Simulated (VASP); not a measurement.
# Pb (Im-3m) in VASP: a series of runs, part 3 of 3

VASP 6.6.1. The steps go on from the part before.

## (5) Single point, PBEsol

Contents of INCAR:

```
SYSTEM = Pb
PREC = Accurate
ENCUT = 520
EDIFF = 1E-6
ISMEAR = -1
SIGMA = 0.05
LREAL = .False.
LASPH = .True.
NELM = 60
ALGO = Fast
ISIF = 2
LWAVE = .False.
LCHARG = .False.
GGA = PS
NBANDS = 13
```

Contents of KPOINTS:

```
Automatic mesh
0
Gamma
  8 8 8
  0 0 0
```

Contents of POSCAR:

```
Pb
1.0
   -1.9796595667      1.9796595667      1.9796595667
    1.9796595667     -1.9796595667      1.9796595667
    1.9796595667      1.9796595667     -1.9796595667
Pb
1
Direct
    0.0000000000      0.0000000000      0.0000000000
```

Potentials or basis: VASP PAW PBE potentials, release 64 (Pb_d).

Command:

```
$ cat potpaw_PBE.64/Pb_d/POTCAR > POTCAR
$ mpirun -np 1 vasp_std > vasp.out
```

OUTCAR:

```text
SYSTEM = Pb
   PREC = Accurate
   ENCUT = 520
   EDIFF = 1E-6
   ISMEAR = -1
   LREAL = .False.
   LASPH = .True.
   NELM = 60
   ISIF = 2
   GGA = PS

 ion  position               nearest neighbor table
   1  0.000  0.000  0.000-

  LATTYP: Found a body centered cubic cell.
 ALAT       =     3.9593191334

  Lattice vectors:

 A1 = (  -1.9796595667,   1.9796595667,   1.9796595667)
 A2 = (   1.9796595667,  -1.9796595667,   1.9796595667)
 A3 = (   1.9796595667,   1.9796595667,  -1.9796595667)

Analysis of symmetry for initial positions (statically):
=====================================================================
 Subroutine PRICEL returns:
 Original cell was already a primitive cell.

 Routine SETGRP: Setting up the symmetry group for a
 body centered cubic supercell.

 Subroutine GETGRP returns: Found 48 space group operations
 (whereof 48 operations were pure point group operations)
 out of a pool of 48 trial point group operations.

The static configuration has the point symmetry O_h .

Analysis of symmetry for dynamics (positions and initial velocities):
=====================================================================
 Subroutine PRICEL returns:
 Original cell was already a primitive cell.

 Routine SETGRP: Setting up the symmetry group for a
 body centered cubic supercell.

 Subroutine GETGRP returns: Found 48 space group operations
 (whereof 48 operations were pure point group operations)
 out of a pool of 48 trial point group operations.

The dynamic configuration has the point symmetry O_h .

 Subroutine INISYM returns: Found 48 space group operations
 (whereof 48 operations are pure point group operations),
 and found     1 'primitive' translations

----------------------------------------------------------------------------------------

                                     Primitive cell

  volume of cell :      31.0336

  direct lattice vectors                    reciprocal lattice vectors
    -1.979659567  1.979659567  1.979659567     0.000000000  0.252568678  0.252568678
     1.979659567 -1.979659567  1.979659567     0.252568678  0.000000000  0.252568678
     1.979659567  1.979659567 -1.979659567     0.252568678  0.252568678  0.000000000

  length of vectors
     3.428870951  3.428870951  3.428870951     0.357186050  0.357186050  0.357186050

  position of ions in fractional coordinates (direct lattice)
     0.000000000  0.000000000  0.000000000

  ion indices of the primitive-cell ions
   primitive index   ion index
                 1           1

----------------------------------------------------------------------------------------

 KPOINTS: Automatic mesh

Automatic generation of k-mesh.
 Grid dimensions read from file:
 generate k-points for:    8    8    8

 Generating k-lattice:

  Cartesian coordinates                     Fractional coordinates (reciprocal lattice)
     0.000000000  0.031571085  0.031571085     0.125000000  0.000000000  0.000000000
     0.031571085  0.000000000  0.031571085     0.000000000  0.125000000  0.000000000
     0.031571085  0.031571085  0.000000000     0.000000000  0.000000000  0.125000000

  Length of vectors
     0.044648256  0.044648256  0.044648256

  Shift w.r.t. Gamma in fractional coordinates (k-lattice)
     0.000000000  0.000000000  0.000000000

 Subroutine IBZKPT returns following result:
 ===========================================

 Found     29 irreducible k-points:

 Following reciprocal coordinates:
            Coordinates               Weight
  0.000000  0.000000  0.000000      1.000000
  0.125000  0.000000  0.000000     12.000000
  0.250000  0.000000  0.000000     12.000000
  0.375000  0.000000  0.000000     12.000000
  0.500000  0.000000  0.000000      6.000000
  0.125000  0.125000  0.000000     24.000000
[... 16 lines left out ...]
 -0.250000  0.250000  0.250000      6.000000
 -0.375000  0.375000  0.250000     24.000000
 [... further k-points ...]
   k-points           NKPTS =     29   k-points in BZ     NKDIM =     29   number of bands    NBANDS=     13
   number of dos      NEDOS =    301   number of ions     NIONS =      1
   total plane-waves  NPLWV =  21952
   dimension x,y,z NGX =    28 NGY =   28 NGZ =   28
   dimension x,y,z NGXF=    56 NGYF=   56 NGZF=   56
   ions per type =               1
   NGX,Y,Z   is equivalent  to a cutoff of  13.58, 13.58, 13.58 a.u.
   NGXF,Y,Z  is equivalent  to a cutoff of  27.15, 27.15, 27.15 a.u.
 SYSTEM =  Pb
   PREC   = accura    normal or accurate (medium, high low for compatibility)
   ISTART =      0    job   : 0-new  1-cont  2-samecut
   ICHARG =      2    charge: 1-file 2-atom 10-const
   ISPIN  =      1    spin polarized calculation?
   LNONCOLLINEAR =      F non collinear calculations
   LSORBIT =      F    spin-orbit coupling
   LASPH  =      T    aspherical Exc in radial PAW
   ENCUT  =  520.0 eV  38.22 Ry    6.18 a.u.   6.38  6.38  6.38*2*pi/ulx,y,z
   NELM   =     60;   NELMIN=  2; NELMDL= -5     # of ELM steps
   EDIFF  = 0.1E-05   stopping-criterion for ELM
   LREAL  =      F    real-space projection
   EDIFFG = 0.1E-04   stopping-criterion for IOM
   NSW    =      0    number of steps for IOM
   IBRION =     -1    ionic relax: 0-MD 1-quasi-New 2-CG
   NFREE  =      0    steps in history (QN), initial steepest desc. (CG)
   ISIF   =      2    stress and relaxation
   ISYM   =      2    0-nonsym 1-usesym 2-fastsym
   POTIM  = 0.5000    time-step for ionic-motion
   TEBEG  =    0.0;   TEEND  =   0.0 temperature during run
   PSTRESS=    0.0 pullay stress
   NELECT =      14.0000    total number of electrons
   NUPDOWN=      -1.0000    fix difference up-down
   EMIN   =  10.00;   EMAX   =-10.00  energy-range for DOS
   EFERMI =   0.00;   METHOD = LEGACY
   ISMEAR =    -1;   SIGMA  =   0.05  broadening in eV -4-tet -1-fermi 0-gaus
   EFERMI_NEDOS =   21; number of points for ismear=-14 and -15
   IALGO  =     68    algorithm
   IMIX   =      4    mixing-type and parameters
     AMIX     =   0.40;   BMIX     =  1.00
     AMIX_MAG =   1.60;   BMIX_MAG =  1.00
  volume/ion in A,a.u.               =      31.03       209.42
  Fermi-wavevector in a.u.,A,eV,Ry     =   1.255568  2.372680 21.448927  1.576452
  Thomas-Fermi vector in A             =   2.389319
   LORBIT       =      0    0 simple, 1 ext, 2 COOP (PROOUT), +10 PAW based schemes
   GGA     = PS    functional components
   LHFCALC =     F    Hartree Fock is set to
   AEXX    =    0.0000 exact exchange contribution
   IVDW    =     0    specifies the selected vdW correction
   LEPSILON=     F    determine dielectric tensor
   LRPA    =     F    only Hartree local field effects (RPA)
 non-spin polarized calculation
 RMM-DIIS sequential band-by-band and
  energy-cutoff  :      520.00
  volume of cell :       31.03
 maximum number of plane-waves:       887
 NGX is ok and might be reduce to    28
   NGX = 13   NGY = 13   NGZ = 13

 number of electron      14.0000002 magnetization

 Free energy of the ion-electron system (eV)
  ---------------------------------------------------
  ext. energy  EPLUGINS =         0.00000000
  ---------------------------------------------------
  free energy    TOTEN  =        -3.97812253 eV

  energy without entropy =       -3.97563883  energy(sigma->0) =       -3.97688068

 E-fermi :   6.8725     XC(G=0): -10.2324

 val. band max:        6.8707246541   @ k =   0.5000   0.5000   0.3750
 cond. band min:       7.0277853255   @ k =   0.1250   0.1250   0.1250
 fundamental gap:      0.1570606714
 Fermi energy:         6.8724581440

 k-point     1 :       0.0000    0.0000    0.0000
  band No.  band energies     occupation
      1     -10.1784      2.00000
      2     -10.1784      2.00000
      3     -10.1784      2.00000
      4      -9.9510      2.00000
      5      -9.9510      2.00000
      6      -4.7698      2.00000
      7      14.2817      0.00000
      8      14.2817      0.00000
      9      14.2817      0.00000
     10      17.9171      0.00000
     11      17.9171      0.00000
     12      17.9171      0.00000
     13      18.3465      0.00000
[... 353 lines left out ...]
 k-point    24 :      -0.3750    0.3750    0.2500
  band No.  band energies     occupation
      1     -10.1353      2.00000
      2     -10.0698      2.00000
      3     -10.0504      2.00000
      4      -9.9794      2.00000
      5      -9.8879      2.00000
      6      -1.0143      2.00000
      7       5.6678      2.00000
      8       8.3169      0.00000
      9       9.0085      0.00000
     10      13.2167      0.00000
     11      17.4303      0.00000
     12      19.7476      0.00000
     13      19.8053      0.00000

 [... further k-points ...]
[... 5 lines left out ...]
  --------------------------------------------------------------------------------------
  -------------------------------------------------------------------------------------
  Total       -0.2854769     -0.2854769     -0.2854769      0.0000000      0.0000000     -0.0000000
  in kB      -14.7383875    -14.7383875    -14.7383875      0.0000000      0.0000000     -0.0000000
  external PRESSURE =     -14.7383875 kB  Pullay stress =       0.0000000 kB

 VOLUME and BASIS-vectors are now :
 -----------------------------------------------------------------------------
  energy-cutoff  :      520.00
  volume of cell :       31.03
      direct lattice vectors                 reciprocal lattice vectors
    -1.979659567  1.979659567  1.979659567     0.000000000  0.252568678  0.252568678
     1.979659567 -1.979659567  1.979659567     0.252568678  0.000000000  0.252568678
     1.979659567  1.979659567 -1.979659567     0.252568678  0.252568678  0.000000000

 POSITION                                       TOTAL-FORCE (eV/Angst)
 -----------------------------------------------------------------------------------
      0.00000      0.00000      0.00000         0.000000     -0.000000     -0.000000
 -----------------------------------------------------------------------------------
    total drift:                               -0.000000     -0.000000     -0.000000

  FREE ENERGIE OF THE ION-ELECTRON SYSTEM (eV)
  ---------------------------------------------------
  free  energy   TOTEN  =        -3.9781225285 eV

  energy  without entropy=       -3.9756388275  energy(sigma->0) =       -3.97688068
```

OSZICAR:

```text
N       E                     dE             d eps       ncg     rms          rms(c)
DAV:   1     0.105481568461E+03    0.10548E+03   -0.70557E+03   769   0.124E+03
DAV:   2     0.138595226915E+01   -0.10410E+03   -0.10109E+03   804   0.312E+02
DAV:   3    -0.386416492945E+01   -0.52501E+01   -0.52327E+01   939   0.744E+01
DAV:   4    -0.398934165561E+01   -0.12518E+00   -0.12515E+00   913   0.122E+01
DAV:   5    -0.399469634586E+01   -0.53547E-02   -0.53546E-02  1016   0.231E+00    0.561E-01
RMM:   6    -0.398127341318E+01    0.13423E-01   -0.15243E-02   899   0.178E+00    0.271E-01
RMM:   7    -0.397810919604E+01    0.31642E-02   -0.90602E-03   897   0.106E+00    0.905E-02
RMM:   8    -0.397805745836E+01    0.51738E-04   -0.17924E-03  1070   0.638E-01    0.144E-02
RMM:   9    -0.397811070764E+01   -0.53249E-04   -0.54508E-04  1126   0.232E-01    0.147E-02
RMM:  10    -0.397811750070E+01   -0.67931E-05   -0.16693E-04   966   0.227E-01    0.863E-03
RMM:  11    -0.397812067695E+01   -0.31762E-05   -0.80194E-05  1125   0.972E-02    0.285E-03
RMM:  12    -0.397812230204E+01   -0.16251E-05   -0.17424E-05   844   0.451E-02    0.269E-03
RMM:  13    -0.397812252849E+01   -0.22645E-06   -0.33372E-06   583   0.223E-02
   1 F= -.39781225E+01 E0= -.39768807E+01  d E =-.248370E-02
```

stdout:

```text
POSCAR found type information on POSCAR Pb
 POSCAR found :  1 types and       1 ions
 scaLAPACK will be used
 -----------------------------------------------------------------------------
|                                                                             |
|                                                                             |
|     You enforced a specific xc type in the INCAR file but a different       |
|     I HOPE YOU KNOW WHAT YOU ARE DOING!                                     |
|                                                                             |
 -----------------------------------------------------------------------------

 LDA part: xc-table for (Slater+PW92), standard interpolation
 POSCAR, INCAR and KPOINTS ok, starting setup
 FFT: planning ... GRIDC
 FFT: planning ... GRID_SOFT
 FFT: planning ... GRID
 WAVECAR not read
 entering main loop
```

Run time: 13 s. Hardware: 1 thread of Intel Xeon 8259CL, shared host; peak memory 0.16 GiB.

Results:

- Free energy: -3.9781 eV
- Pressure: -1.5 GPa
- Band gap on the k mesh: zero (band 7 reaches 14.28 eV, above the bottom of band 8 at 4.98 eV)

Caveat: the PAW data sets were made with another functional, which shifts forces and pressure a little; spin-orbit coupling is left out, which moves the levels of the heavy elements.

## (6) The runs side by side

```tsv
task	level	cell	k mesh	cutoff (eV)	smearing	gap on the mesh (eV)	pressure (GPa)
relaxation of cell and atoms	revPBE+D4	relaxed from a = 3.429 Å, angles 109.5°, 1 atom	9 × 9 × 9	600	fermi-dirac 0.05 eV	none	0.0
single point	PBEsol	a = 3.474 Å, angles 109.5°, 1 atom	9 × 9 × 9	520	fermi-dirac 0.05 eV	none	-3.3
single point	PBE	a = 3.429 Å, angles 109.5°, 1 atom	9 × 9 × 9	500	gaussian 0.027 eV	none	0.7
single point	PBEsol	a = 3.429 Å, angles 109.5°, 1 atom	8 × 8 × 8	520	fermi-dirac 0.05 eV	none	-1.5
```

Alike in all rows: potentials or basis VASP PAW PBE potentials, release 64 (Pb_d); no spin polarisation.

Caveats: spin-orbit coupling is left out, which moves the levels of the heavy elements; the PAW data sets were made with another functional, which shifts forces and pressure a little (some runs); pairwise dispersion overbinds metals, which lowers pressure and volume (some runs).

Total energies depend on the potentials used, so only differences within one code and one set of settings carry meaning.
